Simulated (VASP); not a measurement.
Runs of VASP 6.6.1 on KBr. The structure is that of space group I4/mmm (No. 139), or close to it. The cells are those of the table. 

```tsv
cell	gap on the mesh (eV)	pressure (GPa)
a = 4.774, b = 4.774, c = 4.889 Å, angles 59.2, 59.2, 61.6°, 2 atoms	4.83	-1.0
a = 4.541, b = 4.541, c = 4.656 Å, angles 59.2, 59.2, 61.7°, 2 atoms	5.21	1.3
a = 4.601, b = 4.601, c = 4.423 Å, angles 61.3, 61.3, 57.5°, 2 atoms	5.28	2.1
a = 4.662, b = 4.662, c = 4.889 Å, angles 58.4, 58.4, 63.2°, 2 atoms	(b)	0.0
a = 4.662, b = 4.662, c = 4.423 Å, angles 61.7, 61.7, 56.6°, 2 atoms	5.18	(a)
```

Alike in all rows: task single point; level r2SCAN; potentials or basis VASP PAW PBE potentials, release 64 (K_sv, Br); no spin polarisation; k mesh 6 × 6 × 6; cutoff (eV) 520; smearing gaussian 0.05 eV.

Problem. Estimate the missing entries.

Solution. (a) 1.8; (b) 4.91.

Caveats: the PAW data sets were made with another functional, which shifts forces and pressure a little.

A k mesh can miss the band edges, and the runs leave out spin-orbit coupling on Br.
